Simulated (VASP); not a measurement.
# WC (P-6m2) in VASP: notebook, part 2 of 3

VASP 6.6.1.

## (3) Single point, HSE06

This run uses another cell than the first one, of 10.29 Å³/atom.

POSCAR

```
WC
1.0
    2.9040487767      0.0000000000      0.0000000000
   -1.4520243884      2.5149800145      0.0000000000
    0.0000000000      0.0000000000      2.8181772828
W C
1 1
Direct
    0.0000000000      0.0000000000      0.0000000000
    0.6666666667      0.3333333333      0.5000000000
```

INCAR.step1

```
SYSTEM = WC
  ALGO = Normal
  EDIFF = 1E-5
  ENCUT = 520
  GGA = PE
  ISIF = 2
  ISMEAR = -1
  LASPH = .True.
  LCHARG = .False.
  LREAL = .False.
  LWAVE = .True.
  NBANDS = 16
  NELM = 100
  PREC = Accurate
  SIGMA = 0.05
```

INCAR.step2

```
SYSTEM = WC
  ALGO = Normal
  EDIFF = 1E-6
  ENCUT = 520
  GGA = PE
  HFSCREEN = 0.2079
  ISIF = 2
  ISMEAR = -1
  ISTART = 1
  LASPH = .True.
  LCHARG = .False.
  LHFCALC = .True.
  LREAL = .False.
  LWAVE = .False.
  NBANDS = 16
  NELM = 100
  PREC = Accurate
  PRECFOCK = Normal
  SIGMA = 0.05
```

KPOINTS

```
k-points
0
Gamma
  5 5 5
  0 0 0
```

Potentials or basis: VASP PAW PBE potentials, release 64 (W_sv, C).

On the command line:

```console
$ cat potpaw_PBE.64/W_sv/POTCAR potpaw_PBE.64/C/POTCAR > POTCAR
$ cp INCAR.step1 INCAR
$ mpirun -np 1 vasp_std > vasp.out
$ cp INCAR.step2 INCAR
$ mpirun -np 1 vasp_std > vasp.out
```

OUTCAR:

```text
SYSTEM = WC
   EDIFF = 1E-6
   ENCUT = 520
   GGA = PE
   HFSCREEN = 0.2079
   ISIF = 2
   ISMEAR = -1
   ISTART = 1
   LASPH = .True.
   LHFCALC = .True.
   LREAL = .False.
   NELM = 100
   PREC = Accurate
   PRECFOCK = Normal

 ion  position               nearest neighbor table
   1  0.000  0.000  0.000-   2 2.19   2 2.19   2 2.19   2 2.19   2 2.19   2 2.19
   2  0.667  0.333  0.500-   1 2.19   1 2.19   1 2.19   1 2.19   1 2.19   1 2.19

  LATTYP: Found a hexagonal cell.
 ALAT       =     2.9040487767
 C/A-ratio  =     0.9704304230

  Lattice vectors:

 A1 = (   2.9040487767,   0.0000000000,   0.0000000000)
 A2 = (  -1.4520243884,   2.5149800145,   0.0000000000)
 A3 = (   0.0000000000,   0.0000000000,   2.8181772828)

Analysis of symmetry for initial positions (statically):
=====================================================================
 Subroutine PRICEL returns:
 Original cell was already a primitive cell.

 Routine SETGRP: Setting up the symmetry group for a
 hexagonal supercell.

 Subroutine GETGRP returns: Found 12 space group operations
 (whereof 12 operations were pure point group operations)
 out of a pool of 24 trial point group operations.

The static configuration has the point symmetry D_3h.

Analysis of symmetry for dynamics (positions and initial velocities):
=====================================================================
 Subroutine PRICEL returns:
 Original cell was already a primitive cell.

 Routine SETGRP: Setting up the symmetry group for a
 hexagonal supercell.

 Subroutine GETGRP returns: Found 12 space group operations
 (whereof 12 operations were pure point group operations)
[... 111 lines left out ...]
     AMIX     =   0.40;   BMIX     =  1.00
     AMIX_MAG =   1.60;   BMIX_MAG =  1.00
  volume/ion in A,a.u.               =      10.29        69.45
  Fermi-wavevector in a.u.,A,eV,Ry     =   1.565537  2.958436 33.346614  2.450907
  Thomas-Fermi vector in A             =   2.667999
   LORBIT       =      0    0 simple, 1 ext, 2 COOP (PROOUT), +10 PAW based schemes
   GGA     = PE    functional components
   LHFCALC =     T    Hartree Fock is set to
   PRECFOCK=normal    Normal, Fast or Accurate (Low or Medium for compatibility)
   ENCUT4O =  -1.0   cutoff for four orbital integrals eV
   NKREDX  =     1    reduce k-point grid by
   NKREDY  =     1    reduce k-point grid by
   NKREDZ  =     1    reduce k-point grid by
   AEXX    =    0.2500 exact exchange contribution
   HFSCREEN=    0.2079 screening length (either q_TF or 0.3 A-1)
   HFSCREENC=   0.2079 screening length for correlation (either q_TF or 0.3 A-1)
   ENCUTFOCK=  -1.0 apply spherical cutoff to Coloumb kernel
   IVDW    =     0    specifies the selected vdW correction
   LEPSILON=     F    determine dielectric tensor
   LRPA    =     F    only Hartree local field effects (RPA)
 non-spin polarized calculation
  energy-cutoff  :      520.00
  volume of cell :       20.58
 maximum number of plane-waves:       575
 NGX is ok and might be reduce to    24
  NGX = 18; NGY = 18; NGZ = 16

 number of electron      18.0000001 magnetization

 Free energy of the ion-electron system (eV)
  ---------------------------------------------------
  ext. energy  EPLUGINS =         0.00000000
  ---------------------------------------------------
  free energy    TOTEN  =       -25.95588878 eV

  energy without entropy =      -25.95582623  energy(sigma->0) =      -25.95585750

 E-fermi :  11.3111     XC(G=0): -11.2674

 val. band max:       11.0313253496   @ k =   0.0000   0.0000   0.0000
 cond. band min:      11.6080978094   @ k =   0.0000   0.0000   0.2000
 fundamental gap:      0.5767724598
 Fermi energy:        11.3111186059

 k-point     1 :       0.0000    0.0000    0.0000
  band No.  band energies     occupation
      1     -67.1643      2.00000
      2     -29.6353      2.00000
      3     -29.5149      2.00000
      4     -29.5149      2.00000
      5      -5.3755      2.00000
      6       5.9882      2.00000
[... 262 lines left out ...]
      3     -30.2400      2.00000
      4     -29.8452      2.00000
      5      -1.6155      2.00000
      6       3.3817      2.00000
[... 8 lines left out ...]
     15      25.1087      0.00000
     16      25.9364      0.00000

------------------------ aborting loop because EDIFF is reached ----------------------------------------

  FORCE on cell =-STRESS in cart. coord.  units (eV):
  Direction    XX          YY          ZZ          XY          YZ          ZX
  --------------------------------------------------------------------------------------
  -------------------------------------------------------------------------------------
  Total        0.0351482      0.0351482      0.0564185     -0.0000000     -0.0000000      0.0000000
  in kB        2.7359386      2.7359386      4.3916289     -0.0000000     -0.0000000      0.0000000
  external PRESSURE =       3.2878354 kB  Pullay stress =       0.0000000 kB

 VOLUME and BASIS-vectors are now :
 -----------------------------------------------------------------------------
  energy-cutoff  :      520.00
  volume of cell :       20.58
      direct lattice vectors                 reciprocal lattice vectors
     2.904048777  0.000000000  0.000000000     0.344346833  0.198808737  0.000000000
    -1.452024388  2.514980014  0.000000000     0.000000000  0.397617474  0.000000000
     0.000000000  0.000000000  2.818177283     0.000000000  0.000000000  0.354839281

 POSITION                                       TOTAL-FORCE (eV/Angst)
 -----------------------------------------------------------------------------------
      0.00000      0.00000      0.00000         0.000000      0.000000      0.000000
      1.45202      0.83833      1.40909        -0.000000      0.000000      0.000000
 -----------------------------------------------------------------------------------
    total drift:                               -0.000000     -0.000000      0.000000

  FREE ENERGIE OF THE ION-ELECTRON SYSTEM (eV)
  ---------------------------------------------------
  free  energy   TOTEN  =       -25.9558887755 eV

  energy  without entropy=      -25.9558262252  energy(sigma->0) =      -25.95585750
```

Wall time 5.8 min (1 thread of Intel Xeon 6975P-C (Granite Rapids), shared host); peak memory 0.25 GiB.

The run converged, but its numbers aren't listed here, since they failed a check.

Caveat: the k points lie up to 0.50 Å⁻¹ apart, too coarse for converged energies and pressures of a metal; the PAW data sets were made with another functional, which shifts forces and pressure a little; spin-orbit coupling is left out, which moves the levels of the heavy elements.

## (4) Single point, PBEsol

This run uses another cell than the first one, of 9.65 Å³/atom.

INCAR

```
SYSTEM = WC
ALGO = Normal
EDIFF = 1E-7
ENCUT = 520
GGA = PS
ISIF = 2
ISMEAR = -1
LASPH = .True.
LCHARG = .False.
LREAL = .False.
LWAVE = .False.
NBANDS = 16
NELM = 100
PREC = Accurate
SIGMA = 0.05
```

KPOINTS

```
k-points
0
Gamma
  10 10 9
  0 0 0
```

POSCAR

```
WC
1.0
    2.8327606533      0.0000000000      0.0000000000
   -1.4163803267      2.4532426886      0.0000000000
    0.0000000000      0.0000000000      2.7763733305
W C
1 1
Direct
    0.0000000000      0.0000000000      0.0000000000
    0.6666666667      0.3333333333      0.5000000000
```

Potentials or basis: VASP PAW PBE potentials, release 64 (W_sv, C).

On the command line:

```console
$ cat potpaw_PBE.64/W_sv/POTCAR potpaw_PBE.64/C/POTCAR > POTCAR
$ mpirun -np 1 vasp_std > vasp.out
```

OUTCAR:

```text
SYSTEM = WC
   EDIFF = 1E-7
   ENCUT = 520
   GGA = PS
   ISIF = 2
   ISMEAR = -1
   LASPH = .True.
   LREAL = .False.
   NELM = 100
   PREC = Accurate

 ion  position               nearest neighbor table
   1  0.000  0.000  0.000-   2 2.15   2 2.15   2 2.15   2 2.15   2 2.15   2 2.15
   2  0.667  0.333  0.500-   1 2.15   1 2.15   1 2.15   1 2.15   1 2.15   1 2.15

  LATTYP: Found a hexagonal cell.
 ALAT       =     2.8327606533
 C/A-ratio  =     0.9800945686

  Lattice vectors:

 A1 = (   2.8327606533,   0.0000000000,   0.0000000000)
 A2 = (  -1.4163803267,   2.4532426886,   0.0000000000)
 A3 = (   0.0000000000,   0.0000000000,   2.7763733305)

Analysis of symmetry for initial positions (statically):
=====================================================================
 Subroutine PRICEL returns:
 Original cell was already a primitive cell.

 Routine SETGRP: Setting up the symmetry group for a
 hexagonal supercell.

 Subroutine GETGRP returns: Found 12 space group operations
 (whereof 12 operations were pure point group operations)
 out of a pool of 24 trial point group operations.

The static configuration has the point symmetry D_3h.

Analysis of symmetry for dynamics (positions and initial velocities):
=====================================================================
 Subroutine PRICEL returns:
 Original cell was already a primitive cell.

 Routine SETGRP: Setting up the symmetry group for a
 hexagonal supercell.

 Subroutine GETGRP returns: Found 12 space group operations
 (whereof 12 operations were pure point group operations)
 out of a pool of 24 trial point group operations.

The dynamic configuration has the point symmetry D_3h.

 Subroutine INISYM returns: Found 12 space group operations
 (whereof 12 operations are pure point group operations),
[... 105 lines left out ...]
   TEBEG  =    0.0;   TEEND  =   0.0 temperature during run
   PSTRESS=    0.0 pullay stress
   NELECT =      18.0000    total number of electrons
   NUPDOWN=      -1.0000    fix difference up-down
   EMIN   =  10.00;   EMAX   =-10.00  energy-range for DOS
   EFERMI =   0.00;   METHOD = LEGACY
   ISMEAR =    -1;   SIGMA  =   0.05  broadening in eV -4-tet -1-fermi 0-gaus
   EFERMI_NEDOS =   21; number of points for ismear=-14 and -15
   IALGO  =     38    algorithm
   IMIX   =      4    mixing-type and parameters
     AMIX     =   0.40;   BMIX     =  1.00
     AMIX_MAG =   1.60;   BMIX_MAG =  1.00
  volume/ion in A,a.u.               =       9.65        65.10
  Fermi-wavevector in a.u.,A,eV,Ry     =   1.599642  3.022886 34.815348  2.558856
  Thomas-Fermi vector in A             =   2.696903
   LORBIT       =      0    0 simple, 1 ext, 2 COOP (PROOUT), +10 PAW based schemes
   GGA     = PS    functional components
   LHFCALC =     F    Hartree Fock is set to
   AEXX    =    0.0000 exact exchange contribution
   IVDW    =     0    specifies the selected vdW correction
   LEPSILON=     F    determine dielectric tensor
   LRPA    =     F    only Hartree local field effects (RPA)
 non-spin polarized calculation
  energy-cutoff  :      520.00
  volume of cell :       19.29
 maximum number of plane-waves:       534
 NGX is ok and might be reduce to    24
   NGX = 11   NGY = 11   NGZ = 11

 number of electron      18.0000001 magnetization

 Free energy of the ion-electron system (eV)
  ---------------------------------------------------
  ext. energy  EPLUGINS =         0.00000000
  ---------------------------------------------------
  free energy    TOTEN  =       -23.77826017 eV

  energy without entropy =      -23.77623048  energy(sigma->0) =      -23.77724532

 E-fermi :  11.9790     XC(G=0): -14.3367

 val. band max:       11.9748280765   @ k =   0.1000   0.0000   0.3333
 cond. band min:      12.0240480047   @ k =   0.4000   0.2000   0.0000
 fundamental gap:      0.0492199282
 Fermi energy:        11.9789653201

 k-point     1 :       0.0000    0.0000    0.0000
  band No.  band energies     occupation
      1     -61.7813      2.00000
      2     -25.7817      2.00000
      3     -25.6246      2.00000
      4     -25.6246      2.00000
      5      -2.9931      2.00000
      6       7.2276      2.00000
[... 433 lines left out ...]
      3     -25.9224      2.00000
      4     -25.7360      2.00000
      5       0.7531      2.00000
      6       4.6836      2.00000
[... 8 lines left out ...]
     15      26.3783      0.00000
     16      30.4114      0.00000

 [... further k-points ...]
[... 5 lines left out ...]
  --------------------------------------------------------------------------------------
  -------------------------------------------------------------------------------------
  Total        3.8152562      3.8152562      3.8700278     -0.0000000     -0.0000000      0.0000000
  in kB      316.8152172    316.8152172    321.3633959     -0.0000000     -0.0000000      0.0000000
  external PRESSURE =     318.3312767 kB  Pullay stress =       0.0000000 kB

 VOLUME and BASIS-vectors are now :
 -----------------------------------------------------------------------------
  energy-cutoff  :      520.00
  volume of cell :       19.29
      direct lattice vectors                 reciprocal lattice vectors
     2.832760653  0.000000000  0.000000000     0.353012528  0.203811878  0.000000000
    -1.416380327  2.453242689  0.000000000     0.000000000  0.407623756  0.000000000
     0.000000000  0.000000000  2.776373330     0.000000000  0.000000000  0.360182108

 POSITION                                       TOTAL-FORCE (eV/Angst)
 -----------------------------------------------------------------------------------
      0.00000      0.00000      0.00000        -0.000000      0.000000      0.000000
      1.41638      0.81775      1.38819         0.000000      0.000000      0.000000
 -----------------------------------------------------------------------------------
    total drift:                               -0.000000      0.000000      0.000000

  FREE ENERGIE OF THE ION-ELECTRON SYSTEM (eV)
  ---------------------------------------------------
  free  energy   TOTEN  =       -23.7782601651 eV

  energy  without entropy=      -23.7762304818  energy(sigma->0) =      -23.77724532
```

stdout:

```text
POSCAR found type information on POSCAR W C
 POSCAR found :  2 types and       2 ions
 scaLAPACK will be used
 -----------------------------------------------------------------------------
|                                                                             |
|                                                                             |
|     You enforced a specific xc type in the INCAR file but a different       |
|     I HOPE YOU KNOW WHAT YOU ARE DOING!                                     |
|                                                                             |
 -----------------------------------------------------------------------------

 LDA part: xc-table for (Slater+PW92), standard interpolation
 POSCAR, INCAR and KPOINTS ok, starting setup
 FFT: planning ... GRIDC
 FFT: planning ... GRID_SOFT
 FFT: planning ... GRID
 WAVECAR not read
 entering main loop
```

It took 16 s on 1 thread of Intel Xeon 8259CL, shared host; peak memory 0.15 GiB.

What came out:

* Free energy: -23.7783 eV
* Pressure: 31.8 GPa
* Band gap on the k mesh: zero (bands 9 and 10 overlap by 1.30 eV)

Caveat: the cell stands under pressure; the PAW data sets were made with another functional, which shifts forces and pressure a little; spin-orbit coupling is left out, which moves the levels of the heavy elements.

[end of part 2 of 3]
